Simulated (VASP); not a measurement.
# Mg3CdTe4: single point with PBE

Mg3CdTe4:

```
Mg Cd Te
1.0
     6.46995    0.00000    0.00000
     0.00000    6.46995    0.00000
     0.00000    0.00000    6.46995
Mg Cd Te
3 1 4
Direct
  0.00000 0.00000 0.50000
  0.00000 0.50000 0.00000
  0.50000 0.00000 0.00000
  0.50000 0.50000 0.50000
  0.75336 0.75336 0.75336
  0.75336 0.24664 0.24664
  0.24664 0.75336 0.24664
  0.24664 0.24664 0.75336
```

```json
{
 "Program": "VASP 6.6.1",
 "Task": "single point",
 "Functional": "PBE",
 "Potentials or basis": "VASP PAW PBE potentials, release 64 (Mg, Cd, Te)",
 "Cutoff": "520 eV",
 "k mesh": "4 × 4 × 4",
 "Occupations": "gaussian, width 0.02 eV",
 "Spin": "no spin polarisation",
 "Dipole correction": "no",
 "Further INCAR settings": "ALGO = Normal; EDIFF = 1e-06; NBANDS = 31"
}
```

The pressure is 1.1 GPa. The largest force is 0.015 eV/Å and the band gap on the k mesh is 1.87 eV.

Forces on the atoms (eV/Å):
```
Mg   0.000  0.000  0.000
Mg   0.000  0.000  0.000
Mg   0.000  0.000  0.000
Cd   0.000  0.000  0.000
Te   0.009  0.009  0.009
Te   0.009 -0.009 -0.009
Te  -0.009  0.009 -0.009
Te  -0.009 -0.009  0.009
```

Levels at points of the mesh, in eV from the valence-band top:
```tsv
k point	band 19	band 20	band 21	band 22	band 23	band 24
(0.00, 0.00, 0.00)	0.00	0.00	0.00	1.87	2.82	2.82
(0.50, 0.00, 0.00)	-0.85	-0.67	-0.67	3.49	3.81	3.86
(0.50, 0.50, 0.00)	-0.51	-0.46	-0.46	3.52	4.15	4.15
(0.50, 0.50, 0.50)	-0.37	-0.37	-0.37	2.16	3.12	3.12
```

Run time: 41 s on 1 thread of Intel(R) Xeon(R) 6975P-C (Granite Rapids) (shared host), peak memory 0.38 GiB.

Caveat: spin-orbit coupling is left out, which moves the levels of the heavy elements. A k mesh can miss the band edges.
